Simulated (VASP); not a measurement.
# Cu (Fm-3m) in VASP: notebook

The runs below take Cu through single point, with PBE.

All numbers are computed with VASP 6.6.1; they aren't measurements. Logs are shortened: lines on timing, memory, paths and dates and some standing lists are left out, and cuts for length are marked.

## 1. The cell of the first run

The structure is cubic, space group Fm-3m (No. 225). The conventional cell has a = 3.629 Å, b = 3.629 Å, c = 3.629 Å, α = 90.00°, β = 90.00°, γ = 90.00°. Within 3.4 Å of Cu (site symmetry m-3m) lie 12 Cu at 2.57 Å.

## 2. Single point, PBE

Contents of INCAR:

```
ALGO     = Normal         # electronic algorithm
EDIFF    = 1E-6           # SCF threshold, eV
ENCUT    = 520            # plane-wave cutoff, eV
GGA      = PE             # functional
ISIF     = 2              # what is computed and relaxed
ISMEAR   = -1             # smearing method
LASPH    = True           # aspherical terms in the spheres
LCHARG   = False          # write CHGCAR
LREAL    = False          # projectors in reciprocal space
LWAVE    = False          # write WAVECAR
NBANDS   = 12             # bands
NELM     = 80             # most SCF steps
PREC     = Accurate       # precision mode
SIGMA    = 0.1            # smearing width, eV
```

Contents of KPOINTS:

```
k-points
0
Gamma
  7 7 7
```

Contents of POSCAR:

```
Cu
1.0
    0.0000000000      1.8145751207      1.8145751207
    1.8145751207      0.0000000000      1.8145751207
    1.8145751207      1.8145751207      0.0000000000
Cu
1
Direct
    0.0000000000      0.0000000000      0.0000000000
```

Potentials or basis: VASP PAW PBE potentials, release 64 (Cu).

Launch:

```console
$ cat potpaw_PBE.64/Cu/POTCAR > POTCAR
$ mpirun -np 1 vasp_std > vasp.out
```

OUTCAR:

```text
EDIFF = 1E-6
   ENCUT = 520
   GGA = PE
   ISIF = 2
   ISMEAR = -1
   LASPH = True
   LREAL = False
   NELM = 80
   PREC = Accurate

 ion  position               nearest neighbor table
   1  0.000  0.000  0.000-

  LATTYP: Found a face centered cubic cell.
 ALAT       =     3.6291502414

  Lattice vectors:

 A1 = (   0.0000000000,   1.8145751207,   1.8145751207)
 A2 = (   1.8145751207,   0.0000000000,   1.8145751207)
 A3 = (   1.8145751207,   1.8145751207,   0.0000000000)

Analysis of symmetry for initial positions (statically):
=====================================================================
 Subroutine PRICEL returns:
 Original cell was already a primitive cell.

 Routine SETGRP: Setting up the symmetry group for a
 face centered cubic supercell.

 Subroutine GETGRP returns: Found 48 space group operations
 (whereof 48 operations were pure point group operations)
 out of a pool of 48 trial point group operations.

The static configuration has the point symmetry O_h .

Analysis of symmetry for dynamics (positions and initial velocities):
=====================================================================
 Subroutine PRICEL returns:
 Original cell was already a primitive cell.

 Routine SETGRP: Setting up the symmetry group for a
 face centered cubic supercell.

 Subroutine GETGRP returns: Found 48 space group operations
 (whereof 48 operations were pure point group operations)
 out of a pool of 48 trial point group operations.

The dynamic configuration has the point symmetry O_h .

 Subroutine INISYM returns: Found 48 space group operations
 (whereof 48 operations are pure point group operations),
 and found     1 'primitive' translations

----------------------------------------------------------------------------------------

                                     Primitive cell

  volume of cell :      11.9496

  direct lattice vectors                    reciprocal lattice vectors
     0.000000000  1.814575121  1.814575121    -0.275546597  0.275546597  0.275546597
     1.814575121  0.000000000  1.814575121     0.275546597 -0.275546597  0.275546597
     1.814575121  1.814575121  0.000000000     0.275546597  0.275546597 -0.275546597

  length of vectors
     2.566196746  2.566196746  2.566196746     0.477260706  0.477260706  0.477260706

  position of ions in fractional coordinates (direct lattice)
     0.000000000  0.000000000  0.000000000

  ion indices of the primitive-cell ions
   primitive index   ion index
                 1           1

----------------------------------------------------------------------------------------

 KPOINTS: k-points

Automatic generation of k-mesh.
 Grid dimensions read from file:
 generate k-points for:    7    7    7

 Generating k-lattice:

  Cartesian coordinates                     Fractional coordinates (reciprocal lattice)
    -0.039363800  0.039363800  0.039363800     0.142857143  0.000000000  0.000000000
     0.039363800 -0.039363800  0.039363800     0.000000000  0.142857143  0.000000000
     0.039363800  0.039363800 -0.039363800     0.000000000  0.000000000  0.142857143

  Length of vectors
     0.068180101  0.068180101  0.068180101

  Shift w.r.t. Gamma in fractional coordinates (k-lattice)
     0.000000000  0.000000000  0.000000000

 Subroutine IBZKPT returns following result:
 ===========================================

 Found     20 irreducible k-points:

 Following reciprocal coordinates:
            Coordinates               Weight
  0.000000  0.000000  0.000000      1.000000
  0.142857  0.000000  0.000000      8.000000
  0.285714  0.000000  0.000000      8.000000
  0.428571  0.000000  0.000000      8.000000
  0.142857  0.142857  0.000000      6.000000
  0.285714  0.142857  0.000000     24.000000
[... 12 lines left out ...]
 -0.428571  0.428571  0.142857     24.000000
 -0.285714  0.428571  0.142857     24.000000
   k-points           NKPTS =     20   k-points in BZ     NKDIM =     20   number of bands    NBANDS=     12
   number of dos      NEDOS =    301   number of ions     NIONS =      1
   total plane-waves  NPLWV =   8000
   dimension x,y,z NGX =    20 NGY =   20 NGZ =   20
   dimension x,y,z NGXF=    40 NGYF=   40 NGZF=   40
   ions per type =               1
   NGX,Y,Z   is equivalent  to a cutoff of  12.96, 12.96, 12.96 a.u.
   NGXF,Y,Z  is equivalent  to a cutoff of  25.91, 25.91, 25.91 a.u.
 SYSTEM =  unknown system
   PREC   = accura    normal or accurate (medium, high low for compatibility)
   ISTART =      0    job   : 0-new  1-cont  2-samecut
   ICHARG =      2    charge: 1-file 2-atom 10-const
   ISPIN  =      1    spin polarized calculation?
   LNONCOLLINEAR =      F non collinear calculations
   LSORBIT =      F    spin-orbit coupling
   LASPH  =      T    aspherical Exc in radial PAW
   ENCUT  =  520.0 eV  38.22 Ry    6.18 a.u.   4.77  4.77  4.77*2*pi/ulx,y,z
   NELM   =     80;   NELMIN=  2; NELMDL= -5     # of ELM steps
   EDIFF  = 0.1E-05   stopping-criterion for ELM
   LREAL  =      F    real-space projection
   EDIFFG = 0.1E-04   stopping-criterion for IOM
   NSW    =      0    number of steps for IOM
   IBRION =     -1    ionic relax: 0-MD 1-quasi-New 2-CG
   NFREE  =      0    steps in history (QN), initial steepest desc. (CG)
   ISIF   =      2    stress and relaxation
   ISYM   =      2    0-nonsym 1-usesym 2-fastsym
   POTIM  = 0.5000    time-step for ionic-motion
   TEBEG  =    0.0;   TEEND  =   0.0 temperature during run
   PSTRESS=    0.0 pullay stress
   NELECT =      11.0000    total number of electrons
   NUPDOWN=      -1.0000    fix difference up-down
   EMIN   =  10.00;   EMAX   =-10.00  energy-range for DOS
   EFERMI =   0.00;   METHOD = LEGACY
   ISMEAR =    -1;   SIGMA  =   0.10  broadening in eV -4-tet -1-fermi 0-gaus
   EFERMI_NEDOS =   21; number of points for ismear=-14 and -15
   IALGO  =     38    algorithm
   IMIX   =      4    mixing-type and parameters
     AMIX     =   0.40;   BMIX     =  1.00
     AMIX_MAG =   1.60;   BMIX_MAG =  1.00
  volume/ion in A,a.u.               =      11.95        80.64
  Fermi-wavevector in a.u.,A,eV,Ry     =   1.592529  3.009444 34.506411  2.536150
  Thomas-Fermi vector in A             =   2.690900
   LORBIT       =      0    0 simple, 1 ext, 2 COOP (PROOUT), +10 PAW based schemes
   GGA     = PE    functional components
   LHFCALC =     F    Hartree Fock is set to
   AEXX    =    0.0000 exact exchange contribution
   IVDW    =     0    specifies the selected vdW correction
   LEPSILON=     F    determine dielectric tensor
   LRPA    =     F    only Hartree local field effects (RPA)
 non-spin polarized calculation
  energy-cutoff  :      520.00
  volume of cell :       11.95
 maximum number of plane-waves:       331
   NGX =  9   NGY =  9   NGZ =  9

 number of electron      10.9999998 magnetization

 Free energy of the ion-electron system (eV)
  ---------------------------------------------------
  ext. energy  EPLUGINS =         0.00000000
  ---------------------------------------------------
  free energy    TOTEN  =        -3.76999159 eV

  energy without entropy =       -3.76685995  energy(sigma->0) =       -3.76842577

 E-fermi :   7.6317     XC(G=0): -12.6548

 val. band max:        6.9070684280   @ k =   0.4286   0.2857   0.0000
 cond. band min:       7.6784593523   @ k =   0.4286   0.4286   0.0000
 fundamental gap:      0.7713909243
 Fermi energy:         7.6316700504

 k-point     1 :       0.0000    0.0000    0.0000
  band No.  band energies     occupation
      1      -1.8196      2.00000
      2       4.4678      2.00000
      3       4.4678      2.00000
      4       4.4678      2.00000
      5       5.2752      2.00000
      6       5.2752      2.00000
      7      29.9417      0.00000
      8      32.4966      0.00000
      9      32.4966      0.00000
     10      32.4966      0.00000
     11      34.9825      0.00000
     12      34.9825      0.00000

 k-point     2 :       0.1429    0.0000    0.0000
  band No.  band energies     occupation
      1      -1.0934      2.00000
      2       4.3328      2.00000
      3       4.5799      2.00000
      4       4.5799      2.00000
      5       5.2454      2.00000
      6       5.2454      2.00000
      7      25.2014      0.00000
      8      30.4637      0.00000
      9      31.0910      0.00000
     10      31.0910      0.00000
     11      36.8569      0.00000
     12      37.2025      0.00000

 k-point     3 :       0.2857    0.0000    0.0000
  band No.  band energies     occupation
      1       0.8350      2.00000
      2       4.2577      2.00000
      3       4.5950      2.00000
      4       4.5950      2.00000
      5       5.4426      2.00000
      6       5.4426      2.00000
      7      18.1055      0.00000
      8      29.5219      0.00000
      9      29.8522      0.00000
     10      29.8522      0.00000
     11      34.9250      0.00000
     12      34.9250      0.00000
[... 226 lines left out ...]
 k-point    19 :      -0.4286    0.4286    0.1429
  band No.  band energies     occupation
      1       3.0613      2.00000
      2       3.4239      2.00000
      3       4.7255      2.00000
      4       5.5220      2.00000
      5       5.8753      2.00000
      6       9.4275      0.00000
      7      16.8730      0.00000
      8      17.1218      0.00000
      9      18.1368      0.00000
     10      29.9198      0.00000
     11      32.2639      0.00000
     12      41.0314      0.00000

 k-point    20 :      -0.2857    0.4286    0.1429
  band No.  band energies     occupation
      1       3.4154      2.00000
      2       3.6853      2.00000
      3       4.2300      2.00000
      4       5.2556      2.00000
      5       5.8726      2.00000
      6      12.4704      0.00000
      7      12.9858      0.00000
      8      15.6603      0.00000
      9      19.0307      0.00000
     10      31.5475      0.00000
     11      37.8486      0.00000
     12      38.0685      0.00000

------------------------ aborting loop because EDIFF is reached ----------------------------------------

  FORCE on cell =-STRESS in cart. coord.  units (eV):
  Direction    XX          YY          ZZ          XY          YZ          ZX
  --------------------------------------------------------------------------------------
  -------------------------------------------------------------------------------------
  Total        0.0329108      0.0329108      0.0329108      0.0000000     -0.0000000      0.0000000
  in kB        4.4125948      4.4125948      4.4125948      0.0000000     -0.0000000      0.0000000
  external PRESSURE =       4.4125948 kB  Pullay stress =       0.0000000 kB

 VOLUME and BASIS-vectors are now :
 -----------------------------------------------------------------------------
  energy-cutoff  :      520.00
  volume of cell :       11.95
      direct lattice vectors                 reciprocal lattice vectors
     0.000000000  1.814575121  1.814575121    -0.275546597  0.275546597  0.275546597
     1.814575121  0.000000000  1.814575121     0.275546597 -0.275546597  0.275546597
     1.814575121  1.814575121  0.000000000     0.275546597  0.275546597 -0.275546597

 POSITION                                       TOTAL-FORCE (eV/Angst)
 -----------------------------------------------------------------------------------
      0.00000      0.00000      0.00000        -0.000000     -0.000000     -0.000000
 -----------------------------------------------------------------------------------
    total drift:                               -0.000000     -0.000000     -0.000000

  FREE ENERGIE OF THE ION-ELECTRON SYSTEM (eV)
  ---------------------------------------------------
  free  energy   TOTEN  =        -3.7699915875 eV

  energy  without entropy=       -3.7668599548  energy(sigma->0) =       -3.76842577
```

Run time: 5.7 s. Hardware: 1 thread of Intel Xeon 8259CL, shared host; peak memory 0.09 GiB.

Results:

| Item | Value |
| --- | --- |
| Free energy | -3.7700 eV |
| Pressure | 0.4 GPa |

Caveat: the k points lie up to 0.43 Å⁻¹ apart.

[end of part 1 of 2]
